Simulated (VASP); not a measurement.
# OsI3 (Pm-3m) in VASP: notebook

The runs below take OsI3 through single point, with PBE+U.

All numbers are computed with VASP 6.6.1; they aren't measurements. Logs are shortened: lines on timing, memory, paths and dates and some standing lists are left out, and cuts for length are marked.

### 1 The cell of the first run

It takes space group Pm-3m (No. 221, cubic). The conventional cell has a = 5.663 Å, b = 5.663 Å, c = 5.663 Å, α = 90.00°, β = 90.00°, γ = 90.00°. Within 3.7 Å of Os (site symmetry m-3m) lie 6 I at 2.83 Å. I (site symmetry 4/mmm) has 2 Os at 2.83 Å within 3.7 Å.

### 2 Single point, PBE+U, collinear spin (45.41 Å³/atom)

File INCAR:

```
  PREC = Accurate
  ENCUT = 520
  EDIFF = 1E-6
  ISMEAR = 0
  SIGMA = 0.05
  LREAL = F
  LASPH = T
  NELM = 150
  ALGO = Normal
  ISIF = 2
  LWAVE = F
  LCHARG = F
  ISPIN = 2
  MAGMOM = 2.58 0.16 0.16 0.16
  LORBIT = 11
  LMAXMIX = 4
  LDAU = T
  LDAUTYPE = 2
  LDAUL = 2 -1
  LDAUU = 2 0
  LDAUJ = 0 0
  LDAUPRINT = 1
  GGA = PE
  NBANDS = 26
```

File KPOINTS:

```
Automatic mesh
0
Gamma
  6 6 6
```

File POSCAR:

```
OsI3
1.0
    5.6633267872      0.0000000000      0.0000000000
    0.0000000000      5.6633267872      0.0000000000
    0.0000000000      0.0000000000      5.6633267872
Os I
1 3
Direct
    0.0000000000      0.0000000000      0.0000000000
    0.5000000000      0.0000000000      0.0000000000
    0.0000000000      0.0000000000      0.5000000000
    0.0000000000      0.5000000000      0.0000000000
```

Potentials or basis: VASP PAW PBE potentials, release 64 (Os, I).

Started as:

```console
$ cat potpaw_PBE.64/Os/POTCAR potpaw_PBE.64/I/POTCAR > POTCAR
$ mpirun -np 1 vasp_std > vasp.out
```

OUTCAR:

```text
PREC = Accurate
   ENCUT = 520
   EDIFF = 1E-6
   ISMEAR = 0
   LREAL = F
   LASPH = T
   NELM = 150
   ISIF = 2
   ISPIN = 2
   LORBIT = 11
   GGA = PE

 ion  position               nearest neighbor table
   1  0.000  0.000  0.000-   2 2.83   3 2.83   4 2.83   3 2.83   4 2.83   2 2.83
   2  0.500  0.000  0.000-   1 2.83   1 2.83
   3  0.000  0.000  0.500-   1 2.83   1 2.83
   4  0.000  0.500  0.000-   1 2.83   1 2.83

  LATTYP: Found a simple cubic cell.
 ALAT       =     5.6633267872

  Lattice vectors:

 A1 = (   5.6633267872,   0.0000000000,   0.0000000000)
 A2 = (   0.0000000000,   5.6633267872,   0.0000000000)
 A3 = (   0.0000000000,   0.0000000000,   5.6633267872)

Analysis of symmetry for initial positions (statically):
=====================================================================
 Subroutine PRICEL returns:
 Original cell was already a primitive cell.

 Routine SETGRP: Setting up the symmetry group for a
 simple cubic supercell.

 Subroutine GETGRP returns: Found 48 space group operations
 (whereof 48 operations were pure point group operations)
 out of a pool of 48 trial point group operations.

The static configuration has the point symmetry O_h .

Analysis of symmetry for dynamics (positions and initial velocities):
=====================================================================
 Subroutine PRICEL returns:
 Original cell was already a primitive cell.

 Routine SETGRP: Setting up the symmetry group for a
 simple cubic supercell.

 Subroutine GETGRP returns: Found 48 space group operations
 (whereof 48 operations were pure point group operations)
 out of a pool of 48 trial point group operations.

The dynamic configuration has the point symmetry O_h .

Analysis of structural, dynamic, and magnetic symmetry:
=====================================================================
 Subroutine PRICEL returns:
 Original cell was already a primitive cell.

 Routine SETGRP: Setting up the symmetry group for a
 simple cubic supercell.

 Subroutine GETGRP returns: Found 48 space group operations
 (whereof 48 operations were pure point group operations)
 out of a pool of 48 trial point group operations.

The overall configuration has the point symmetry O_h .

 Subroutine INISYM returns: Found 48 space group operations
 (whereof 48 operations are pure point group operations),
 and found     1 'primitive' translations

----------------------------------------------------------------------------------------

                                     Primitive cell

  volume of cell :     181.6414

  direct lattice vectors                    reciprocal lattice vectors
     5.663326787  0.000000000  0.000000000     0.176574660  0.000000000  0.000000000
     0.000000000  5.663326787  0.000000000     0.000000000  0.176574660  0.000000000
     0.000000000  0.000000000  5.663326787     0.000000000  0.000000000  0.176574660

  length of vectors
     5.663326787  5.663326787  5.663326787     0.176574660  0.176574660  0.176574660

  position of ions in fractional coordinates (direct lattice)
     0.000000000  0.000000000  0.000000000
     0.500000000  0.000000000  0.000000000
     0.000000000  0.000000000  0.500000000
     0.000000000  0.500000000  0.000000000

  ion indices of the primitive-cell ions
   primitive index   ion index
                 1           1
                 2           2
                 3           3
                 4           4

----------------------------------------------------------------------------------------

 KPOINTS: Automatic mesh

Automatic generation of k-mesh.
 Grid dimensions read from file:
 generate k-points for:    6    6    6

 Generating k-lattice:

  Cartesian coordinates                     Fractional coordinates (reciprocal lattice)
     0.029429110  0.000000000  0.000000000     0.166666667  0.000000000  0.000000000
     0.000000000  0.029429110  0.000000000     0.000000000  0.166666667  0.000000000
     0.000000000  0.000000000  0.029429110     0.000000000  0.000000000  0.166666667

  Length of vectors
     0.029429110  0.029429110  0.029429110

  Shift w.r.t. Gamma in fractional coordinates (k-lattice)
     0.000000000  0.000000000  0.000000000

 Subroutine IBZKPT returns following result:
 ===========================================

 Found     20 irreducible k-points:

 Following reciprocal coordinates:
            Coordinates               Weight
  0.000000  0.000000  0.000000      1.000000
  0.166667  0.000000  0.000000      6.000000
  0.333333  0.000000  0.000000      6.000000
  0.500000  0.000000  0.000000      3.000000
  0.166667  0.166667  0.000000     12.000000
  0.333333  0.166667  0.000000     24.000000
[... 12 lines left out ...]
  0.500000  0.500000  0.333333      6.000000
  0.500000  0.500000  0.500000      1.000000
   k-points           NKPTS =     20   k-points in BZ     NKDIM =     20   number of bands    NBANDS=     26
   number of dos      NEDOS =    301   number of ions     NIONS =      4
   total plane-waves  NPLWV =  74088
   dimension x,y,z NGX =    42 NGY =   42 NGZ =   42
   dimension x,y,z NGXF=    84 NGYF=   84 NGZF=   84
   ions per type =               1   3
   NGX,Y,Z   is equivalent  to a cutoff of  12.33, 12.33, 12.33 a.u.
   NGXF,Y,Z  is equivalent  to a cutoff of  24.66, 24.66, 24.66 a.u.
 SYSTEM =  unknown system
   PREC   = accura    normal or accurate (medium, high low for compatibility)
   ISTART =      0    job   : 0-new  1-cont  2-samecut
   ICHARG =      2    charge: 1-file 2-atom 10-const
   ISPIN  =      2    spin polarized calculation?
   LNONCOLLINEAR =      F non collinear calculations
   LSORBIT =      F    spin-orbit coupling
   LASPH  =      T    aspherical Exc in radial PAW
   ENCUT  =  520.0 eV  38.22 Ry    6.18 a.u.  10.53 10.53 10.53*2*pi/ulx,y,z
   NELM   =    150;   NELMIN=  2; NELMDL= -5     # of ELM steps
   EDIFF  = 0.1E-05   stopping-criterion for ELM
   LREAL  =      F    real-space projection
   EDIFFG = 0.1E-04   stopping-criterion for IOM
   NSW    =      0    number of steps for IOM
   IBRION =     -1    ionic relax: 0-MD 1-quasi-New 2-CG
   NFREE  =      0    steps in history (QN), initial steepest desc. (CG)
   ISIF   =      2    stress and relaxation
   ISYM   =      2    0-nonsym 1-usesym 2-fastsym
   POTIM  = 0.5000    time-step for ionic-motion
   TEBEG  =    0.0;   TEEND  =   0.0 temperature during run
   PSTRESS=    0.0 pullay stress
   NELECT =      29.0000    total number of electrons
   NUPDOWN=      -1.0000    fix difference up-down
   EMIN   =  10.00;   EMAX   =-10.00  energy-range for DOS
   EFERMI =   0.00;   METHOD = LEGACY
   ISMEAR =     0;   SIGMA  =   0.05  broadening in eV -4-tet -1-fermi 0-gaus
   EFERMI_NEDOS =   21; number of points for ismear=-14 and -15
   IALGO  =     38    algorithm
   IMIX   =      4    mixing-type and parameters
     AMIX     =   0.40;   BMIX     =  1.00
     AMIX_MAG =   1.60;   BMIX_MAG =  1.00
  volume/ion in A,a.u.               =      45.41       306.44
  Fermi-wavevector in a.u.,A,eV,Ry     =   0.888115  1.678294 10.731572  0.788748
  Thomas-Fermi vector in A             =   2.009502
   LORBIT       =     11    0 simple, 1 ext, 2 COOP (PROOUT), +10 PAW based schemes
 LDA+U is selected, type is set to LDAUTYPE =  2
   angular momentum for each species LDAUL =     2   -1
   U (eV)           for each species LDAUU =   2.0  0.0
   J (eV)           for each species LDAUJ =   0.0  0.0
   GGA     = PE    functional components
   LHFCALC =     F    Hartree Fock is set to
   AEXX    =    0.0000 exact exchange contribution
   IVDW    =     0    specifies the selected vdW correction
   LEPSILON=     F    determine dielectric tensor
   LRPA    =     F    only Hartree local field effects (RPA)
 spin polarized calculation
 Gauss-broadening in eV      SIGMA  =   0.05
  energy-cutoff  :      520.00
  volume of cell :      181.64
 maximum number of plane-waves:      4945
   NGX = 21   NGY = 21   NGZ = 21

atom =   1  type =  1  l = 2

 onsite density matrix

spin component  1

  0.9446 -0.0000  0.0000  0.0000 -0.0000
 -0.0000  0.9446 -0.0000  0.0000 -0.0000
  0.0000 -0.0000  0.8145 -0.0000 -0.0000
  0.0000  0.0000 -0.0000  0.9446  0.0000
 -0.0000 -0.0000 -0.0000  0.0000  0.8145

spin component  2

  0.1907  0.0000 -0.0000  0.0000  0.0000
  0.0000  0.1907  0.0000 -0.0000  0.0000
 -0.0000  0.0000  0.4761 -0.0000  0.0000
  0.0000 -0.0000 -0.0000  0.1907 -0.0000
  0.0000  0.0000  0.0000 -0.0000  0.4761

 occupancies and eigenvectors

  o =  0.1907  v =  0.0000  0.0000  0.0000  0.0000  0.0000  0.0000 -0.9946 -0.0000  0.1040 -0.0000      0.0000  0.0000  0.0000  0.0000  0.0000  0.0000  0.0000  0.0000  0.0000  0.0000
  o =  0.1907  v =  0.0000  0.0000  0.0000  0.0000  0.0000  0.0000  0.1040 -0.0000  0.9946 -0.0000      0.0000  0.0000  0.0000  0.0000  0.0000  0.0000  0.0000  0.0000  0.0000  0.0000
  o =  0.1907  v =  0.0000  0.0000  0.0000  0.0000  0.0000  1.0000  0.0000  0.0000  0.0000  0.0000      0.0000  0.0000  0.0000  0.0000  0.0000  0.0000  0.0000  0.0000  0.0000  0.0000
  o =  0.4761  v =  0.0000  0.0000  0.0000  0.0000  0.0000  0.0000  0.0000 -0.0003 -0.0000 -1.0000      0.0000  0.0000  0.0000  0.0000  0.0000  0.0000  0.0000  0.0000  0.0000  0.0000
  o =  0.4761  v =  0.0000  0.0000  0.0000  0.0000  0.0000  0.0000  0.0000 -1.0000 -0.0000  0.0003      0.0000  0.0000  0.0000  0.0000  0.0000  0.0000  0.0000  0.0000  0.0000  0.0000
  o =  0.8145  v =  0.0000  0.0000  0.0005  0.0000  1.0000  0.0000  0.0000  0.0000  0.0000  0.0000      0.0000  0.0000  0.0000  0.0000  0.0000  0.0000  0.0000  0.0000  0.0000  0.0000
  o =  0.8145  v =  0.0000 -0.0000  1.0000  0.0000 -0.0005  0.0000  0.0000  0.0000  0.0000  0.0000      0.0000  0.0000  0.0000  0.0000  0.0000  0.0000  0.0000  0.0000  0.0000  0.0000
  o =  0.9446  v =  0.0000 -0.9400 -0.0000  0.3412  0.0000  0.0000  0.0000  0.0000  0.0000  0.0000      0.0000  0.0000  0.0000  0.0000  0.0000  0.0000  0.0000  0.0000  0.0000  0.0000
  o =  0.9446  v =  0.0000  0.3412 -0.0000  0.9400 -0.0000  0.0000  0.0000  0.0000  0.0000  0.0000      0.0000  0.0000  0.0000  0.0000  0.0000  0.0000  0.0000  0.0000  0.0000  0.0000
  o =  0.9446  v =  1.0000  0.0000  0.0000  0.0000  0.0000  0.0000  0.0000  0.0000  0.0000  0.0000      0.0000  0.0000  0.0000  0.0000  0.0000  0.0000  0.0000  0.0000  0.0000  0.0000

 number of electron      29.0000003 magnetization       3.7210836

 Free energy of the ion-electron system (eV)
  ---------------------------------------------------
  ext. energy  EPLUGINS =         0.00000000
  ---------------------------------------------------
  free energy    TOTEN  =       -11.32566927 eV

  energy without entropy =      -11.32121373  energy(sigma->0) =      -11.32344150

 E-fermi :   1.5175     XC(G=0):  -7.3486

 val. band max:        1.4742056855   @ k =   0.3333   0.1667   0.1667
 cond. band min:       1.5450611063   @ k =   0.1667   0.1667   0.0000
 fundamental gap:      0.0708554208
 Fermi energy:         1.5175149813

 spin component 1

 k-point     1 :       0.0000    0.0000    0.0000
  band No.  band energies     occupation
      1     -11.5863      1.00000
      2     -10.7199      1.00000
      3     -10.7199      1.00000
      4      -2.3802      1.00000
      5      -2.3802      1.00000
      6      -2.3802      1.00000
[... 569 lines left out ...]
     25       9.6385      0.00000
     26      10.0188      0.00000
 Fermi energy:         1.5175149813

 spin component 2

 k-point     1 :       0.0000    0.0000    0.0000
  band No.  band energies     occupation
      1     -11.3926      1.00000
      2     -10.5066      1.00000
      3     -10.5066      1.00000
      4      -2.2176      1.00000
      5      -2.2176      1.00000
      6      -2.2176      1.00000
[... 569 lines left out ...]
     25       9.7747      0.00000
     26      10.2450      0.00000

------------------------ aborting loop because EDIFF is reached ----------------------------------------

  FORCE on cell =-STRESS in cart. coord.  units (eV):
  Direction    XX          YY          ZZ          XY          YZ          ZX
  --------------------------------------------------------------------------------------
  -------------------------------------------------------------------------------------
  Total       -0.4391687     -0.4391687     -0.4391687     -0.0000000     -0.0000000      0.0000000
  in kB       -3.8737095     -3.8737095     -3.8737095     -0.0000000     -0.0000000      0.0000000
  external PRESSURE =      -3.8737095 kB  Pullay stress =       0.0000000 kB

 VOLUME and BASIS-vectors are now :
 -----------------------------------------------------------------------------
  energy-cutoff  :      520.00
  volume of cell :      181.64
      direct lattice vectors                 reciprocal lattice vectors
     5.663326787  0.000000000  0.000000000     0.176574660  0.000000000  0.000000000
     0.000000000  5.663326787  0.000000000     0.000000000  0.176574660  0.000000000
     0.000000000  0.000000000  5.663326787     0.000000000  0.000000000  0.176574660

 POSITION                                       TOTAL-FORCE (eV/Angst)
 -----------------------------------------------------------------------------------
      0.00000      0.00000      0.00000         0.000000      0.000000      0.000000
      2.83166      0.00000      0.00000         0.000000      0.000000      0.000000
      0.00000      0.00000      2.83166         0.000000      0.000000      0.000000
      0.00000      2.83166      0.00000         0.000000      0.000000      0.000000
 -----------------------------------------------------------------------------------
    total drift:                               -0.000000     -0.000000     -0.000000

  FREE ENERGIE OF THE ION-ELECTRON SYSTEM (eV)
  ---------------------------------------------------
  free  energy   TOTEN  =       -11.3256692708 eV

  energy  without entropy=      -11.3212137275  energy(sigma->0) =      -11.32344150

 total charge

# of ion       s       p       d       tot
------------------------------------------
    1        0.509   0.334   5.931   6.775
    2        1.520   2.710   0.032   4.262
    3        1.520   2.710   0.032   4.262
    4        1.520   2.710   0.032   4.262
--------------------------------------------------
tot          5.070   8.463   6.027  19.560

 magnetization (x)

# of ion       s       p       d       tot
------------------------------------------
    1        0.079   0.046   2.915   3.040
    2        0.014   0.141   0.006   0.161
    3        0.014   0.141   0.006   0.161
    4        0.014   0.141   0.006   0.161
--------------------------------------------------
tot          0.120   0.470   2.931   3.522
```

Run time: 9.7 min. Hardware: 1 thread of Intel Xeon Platinum 8259CL at 2.50GHz (Skylake/Cascade Lake), shared host; peak memory 0.39 GiB.

Results:

| Quantity | Value |
| --- | --- |
| Free energy | -11.3257 eV |
| Pressure | -0.4 GPa |
| Net moment | 3.72 μB per cell |
| Site moments | Os +3.04; I +0.16 μB |
| Valence electrons inside the program's atomic spheres | Os 6.78; I 4.26 |

Levels at points of the mesh, in eV from the Fermi level:
Spin up:
```
           k point  band 13  band 14  band 15  band 16  band 17  band 18  band 19  band 20
(0.00, 0.00, 0.00)    -1.46    -1.46    -1.11    -1.11    -1.11    -0.45     4.28     6.13
(0.50, 0.00, 0.00)    -1.61    -1.25    -1.25    -1.05    -1.05     4.07     5.61     5.62
(0.50, 0.50, 0.00)    -1.54    -1.04    -1.04    -0.54     2.30     5.31     5.31     5.51
(0.50, 0.50, 0.50)    -0.54    -0.54    -0.54     2.32     2.32     4.47     4.47     4.47
```
Spin down:
```tsv
k point	band 8	band 9	band 10	band 11	band 12	band 13	band 14	band 15	band 16	band 17
(0.00, 0.00, 0.00)	-1.24	-1.24	-0.94	-0.94	-0.94	-0.54	-0.54	-0.46	-0.46	-0.46
(0.50, 0.00, 0.00)	-2.31	-2.08	-1.43	-1.05	-1.05	-0.54	-0.45	-0.05	0.82	0.82
(0.50, 0.50, 0.00)	-2.29	-2.29	-1.76	-1.76	-0.35	-0.31	0.83	0.83	0.95	3.50
(0.50, 0.50, 0.50)	-3.32	-3.32	-0.30	-0.30	-0.30	0.96	0.96	0.96	3.52	3.52
```

Eigenvalues of the final occupation matrices:
```
    site  spin  trace               eigenvalues
site 1 d     1   4.46  0.81 0.81 0.94 0.94 0.94
site 1 d     2   1.52  0.19 0.19 0.19 0.48 0.48
```

Caveat: spin-orbit coupling is left out, which moves the levels of the heavy elements.

### 3 Single point, PBE+U, collinear spin (46.68 Å³/atom)

This run uses another cell than the first one, of 46.68 Å³/atom.

File INCAR:

```
SYSTEM = OsI3
PREC = Accurate
ENCUT = 520
EDIFF = 1E-6
ISMEAR = 0
SIGMA = 0.05
LREAL = .FALSE.
LASPH = .TRUE.
NELM = 150
ALGO = Normal
ISIF = 2
LWAVE = .FALSE.
LCHARG = .FALSE.
ISPIN = 2
MAGMOM = 2.84 0.18 0.18 0.18
LORBIT = 11
LMAXMIX = 4
LDAU = .TRUE.
LDAUTYPE = 2
LDAUL = 2 -1
LDAUU = 2 0
LDAUJ = 0 0
LDAUPRINT = 1
GGA = PE
NBANDS = 26
```

File KPOINTS:

```
Automatic mesh
0
G
  6 6 6
  0 0 0
```

File POSCAR:

```
OsI3
1.0
    5.7157679819      0.0000000000      0.0000000000
    0.0000000000      5.7157679819      0.0000000000
    0.0000000000      0.0000000000      5.7157679819
Os I
1 3
Direct
    0.0000000000      0.0000000000      0.0000000000
    0.5000000000      0.0000000000      0.0000000000
    0.0000000000      0.0000000000      0.5000000000
    0.0000000000      0.5000000000      0.0000000000
```

Potentials or basis: VASP PAW PBE potentials, release 64 (Os, I).

Started as:

```console
$ cat potpaw_PBE.64/Os/POTCAR potpaw_PBE.64/I/POTCAR > POTCAR
$ mpirun -np 1 vasp_std > vasp.out
```

Wall time 4.8 min (1 thread of Intel Xeon Platinum 8259CL at 2.50GHz (Skylake/Cascade Lake), shared host); peak memory 0.48 GiB.

It converged, with:

```
Free energy                                           : -11.3025 eV
Pressure                                              : -1.1 GPa
Net moment                                            : 3.76 μB per cell
Site moments                                          : Os +3.09; I +0.16 μB
Valence electrons inside the program's atomic spheres : Os 6.72; I 4.25
```

Levels at points of the mesh, in eV from the Fermi level:
Spin up:
```
           k point  band 14  band 15  band 16  band 17  band 18  band 19
(0.00, 0.00, 0.00)    -1.44    -1.12    -1.12    -1.12    -0.58     4.29
(0.50, 0.00, 0.00)    -1.24    -1.24    -1.09    -1.09     3.84     5.60
(0.50, 0.50, 0.00)    -1.07    -1.07    -0.57     2.09     5.22     5.22
(0.50, 0.50, 0.50)    -0.56    -0.56     2.11     2.11     4.40     4.40
```
Spin down:
```
           k point  band 8  band 9  band 10  band 11  band 12  band 13  band 14  band 15  band 16  band 17
(0.00, 0.00, 0.00)   -1.23   -1.23    -0.95    -0.95    -0.95    -0.58    -0.58    -0.41    -0.41    -0.41
(0.50, 0.00, 0.00)   -2.24   -2.03    -1.41    -1.06    -1.06    -0.57    -0.40    -0.12     0.79     0.79
(0.50, 0.50, 0.00)   -2.22   -2.22    -1.72    -1.72    -0.40    -0.34     0.79     0.79     0.92     3.31
(0.50, 0.50, 0.50)   -3.21   -3.21    -0.34    -0.34    -0.34     0.94     0.94     0.94     3.32     3.32
```

Eigenvalues of the final occupation matrices:
```csv
site,spin,trace,eigenvalues
site 1 d,1,4.47,0.82 0.82 0.95 0.95 0.95
site 1 d,2,1.48,0.18 0.18 0.18 0.47 0.47
```

Caveat: spin-orbit coupling is left out, which moves the levels of the heavy elements.
